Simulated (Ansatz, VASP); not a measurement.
**BaZrO3 in VASP and in Ansatz**

```xyz
5
Lattice="4.2284 0.0000 0.0000 0.0000 4.2284 0.0000 0.0000 0.0000 4.2284" Properties=species:S:1:pos:R:3 pbc="T T T"
Ba    0.0000    0.0000    0.0000
Zr    2.1142    2.1142    2.1142
O     0.0000    2.1142    2.1142
O     2.1142    2.1142    0.0000
O     2.1142    0.0000    2.1142
```

Alike in both runs: task single point; functional PBE; k mesh 8 × 8 × 8; occupations gaussian, width 0.05 eV; no spin polarisation.

|  | VASP | Ansatz |
| --- | --- | --- |
| version | VASP 6.6.1 | Ansatz 0.2.0 |
| potentials or method | VASP PAW PBE potentials, release 64 (Ba_sv, Zr_sv, O), cutoff 520 eV | scalar-relativistic, plane waves, PAW |
| valence electrons in the cell | 40 | 40 |

```csv
,VASP,Ansatz,Ansatz less VASP
gap on the k mesh at the Fermi level (eV),3.13,3.18,+0.047
least direct gap on the mesh (eV),3.38,3.40,+0.021
pressure (GPa),0.8,-0.1,-0.93
```

Spin-orbit coupling is off throughout.
